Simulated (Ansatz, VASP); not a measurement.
# TaN in VASP and in Ansatz

Contents of INCAR:

```
PREC = Accurate
ENCUT = 520
EDIFF = 1E-7
ISMEAR = -1
SIGMA = 0.05
LREAL = False
LASPH = True
NELM = 150
ALGO = Normal
ISIF = 2
LWAVE = False
LCHARG = False
LMAXMIX = 4
LDAU = True
LDAUTYPE = 2
LDAUL = 2 -1
LDAUU = 8 0
LDAUJ = 0 0
LDAUPRINT = 1
GGA = PS
NBANDS = 15
```

KPOINTS

```
Automatic mesh
0
Gamma
  10 10 9
```

File POSCAR:

```
TaN
1.0
    2.9380000000      0.0000000000      0.0000000000
   -1.4690000000      2.5443826363      0.0000000000
    0.0000000000      0.0000000000      2.8830000000
Ta N
1 1
Direct
    0.0000000000      0.0000000000      0.5000000000
    0.6666666667      0.3333333333      0.0000000000
```

input.yaml

```yaml
crystal:
  lattice:
    - [2.938, 0.0, 0.0]
    - [-1.469, 2.5443826363, 0.0]
    - [0.0, 0.0, 2.883]
  atoms:
    - { symbol: Ta, position: [0.0, 0.0, 0.5] }
    - { symbol: "N", position: [0.6666666667, 0.3333333333, 0.0] }
kpoints:
  mp_grid: { grid: [10, 10, 9] }
scf:
  occupations: { method: fermi_dirac, width: 0.05 }
hamiltonian:
  xc: pbesol
  pseudopotentials: { kind: all_electron, lapw: { basis_error: 0.001 } }
  hubbard:
    sites: [{ species: Ta, l: d, u_eff: 8 }]
    double_counting: fll
    projectors: ortho-atomic
output:
  forces: true
  stress: true
  eigenvalues: true
  dos: { projected: false, de: 0.1, e_range: [-20, 10] }
```

Alike in both runs: functional PBEsol; k mesh 10 × 10 × 9; occupations fermi-dirac, width 0.05 eV; no spin polarisation; Hubbard terms Ta d U = 8.0 eV.

```csv
,VASP,Ansatz
version,VASP 6.6.1,Ansatz 0.2.0
potentials or method,"VASP PAW PBE potentials, release 64 (Ta_pv, N), cutoff 520 eV","all-electron LAPW, scalar-relativistic"
task,single point,density of states
```

```tsv
	VASP	Ansatz	Ansatz less VASP
gap on the k mesh at the Fermi level (eV)	none	none	-
pressure (GPa)	23.3	4.2	-19.07
traceless stress, the component that is largest in VASP (GPa)	1.80	-4.55	-6.348
```

VASP's potentials were made for PBE, not for PBEsol. The programs project onto different local orbitals, so the same U acts differently, and such runs can settle in different states. A gap of «none» marks a metal or a gap that the smearing closes. Ansatz ran all-electron here, and VASP with PAW potentials.

Neither program's run includes spin-orbit coupling. Noted on Ansatz's run: U is the effective U less J, on atomic orbitals that reach past the spheres.
